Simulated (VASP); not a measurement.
A run of VASP 6.6.1 is set up as follows.

Contents of INCAR:

```
SYSTEM = Rh
PREC = Accurate
ENCUT = 500
EDIFF = 1E-6
ISMEAR = 0
SIGMA = 0.15
LREAL = .False.
LASPH = .True.
NELM = 200
ALGO = Normal
ISIF = 2
LWAVE = .False.
LCHARG = .True.
ISPIN = 2
MAGMOM = 0.625 0.625
LORBIT = 11
NUPDOWN = 1.25
LMAXMIX = 4
GGA = PE
LELF = .True.
LVHAR = .True.
NBANDS = 26
GGA_COMPAT = .False.
```

File KPOINTS:

```
Automatic mesh
0
Gamma
  21 21 12
  0 0 0
```

The input POSCAR:

```
Rh
1.0
    2.5504655491      0.0000000000      0.0000000000
   -1.2752327746      2.2087679570      0.0000000000
    0.0000000000      0.0000000000      4.1044582456
Rh
2
Direct
    0.6666666667      0.3333333333      0.7500000000
    0.3333333333      0.6666666667      0.2500000000
```

Potentials or basis: VASP PAW PBE potentials, release 64 (Rh_pv).

The run is started by

```bash
$ cat potpaw_PBE.64/Rh_pv/POTCAR > POTCAR
$ mpirun -np 1 vasp_std > vasp.out
```

**Question.** What does it give for the pressure?

**Answer.** 87.9 GPa.

Stress tensor (GPa, compression positive):
```
86.88  0.00  0.00
 0.00 86.88  0.00
 0.00  0.00 90.09
```

Caveat: the cell stands under pressure; the total moment is fixed, so each spin has its own Fermi level.
